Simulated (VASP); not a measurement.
Set up this calculation in VASP 6.6.1, as the native input.

```yaml
Task: relaxation of cell and atoms
Functional: r2SCAN
Potentials_or_basis: VASP PAW PBE potentials, release 64 (Mg, O)
Cutoff: 600 eV
k_mesh: 20 × 20 × 20
Occupations: fermi-dirac, width 0.05 eV
Spin: no spin polarisation
Dipole_correction: no
Further_INCAR_settings: ALGO = Normal; EDIFF = 1e-06; IBRION = 2; EDIFFG = -0.002; NSW = 100; ISIF = 3
```

MgO:

```xyz
2
Lattice="0.0000 2.1085 2.1085 2.1085 0.0000 2.1085 2.1085 2.1085 0.0000" Properties=species:S:1:pos:R:3 pbc="T T T"
Mg    0.0000    0.0000    0.0000
O     2.1085    2.1085    2.1085
```

The input as run:

POSCAR

```
MgO
1.0
    0.0000000000      2.1085000000      2.1085000000
    2.1085000000      0.0000000000      2.1085000000
    2.1085000000      2.1085000000      0.0000000000
Mg O
1 1
Direct
    0.0000000000      0.0000000000      0.0000000000
    0.5000000000      0.5000000000      0.5000000000
```

INCAR.step1

```
PREC = Accurate ; ENCUT = 600
ISMEAR = -1 ; SIGMA = 0.05
LREAL = False ; LASPH = True
NELM = 60 ; GGA = PE
ALGO = Normal ; EDIFF = 1E-4
LWAVE = True ; LCHARG = False
```

INCAR.step2

```
PREC = Accurate ; ENCUT = 600
EDIFF = 1E-6 ; ISMEAR = -1
SIGMA = 0.05 ; LREAL = False
LASPH = True ; NELM = 60
ALGO = Normal ; ISIF = 3
LWAVE = False ; LCHARG = False
METAGGA = R2SCAN ; LMIXTAU = True
IBRION = 2 ; NSW = 100
EDIFFG = -0.002 ; ISTART = 1
```

KPOINTS

```
Automatic mesh
0
Gamma
  20 20 20
```

Potentials or basis: VASP PAW PBE potentials, release 64 (Mg, O).

Run with:

```console
$ cat potpaw_PBE.64/Mg/POTCAR potpaw_PBE.64/O/POTCAR > POTCAR
$ cp INCAR.step1 INCAR
$ mpirun -np 1 vasp_std > vasp.out
$ cp INCAR.step2 INCAR
$ mpirun -np 1 vasp_std > vasp.out
```

It gave:

```json
{"Relaxed volume": "9.21 Å³/atom", "Relaxed cell": "a = 2.965 Å, b = 2.965 Å, c = 2.965 Å, α = 60.00°, β = 60.00°, γ = 60.00°", "Space group after relaxing (to 0.1 Å)": "Fm-3m (No. 225)", "Energy gained by relaxing": "1.4 meV/atom", "Ionic steps": "3", "Pressure after relaxing": "0.0 GPa", "Band gap on the k mesh": "5.75 eV"}
```

Caveat: the PAW data sets were made with another functional, which shifts forces and pressure a little.

Wall time 2.4 min on 1 thread of Intel(R) Xeon(R) 6975P-C (Granite Rapids), on a shared host, peak memory 0.19 GiB.
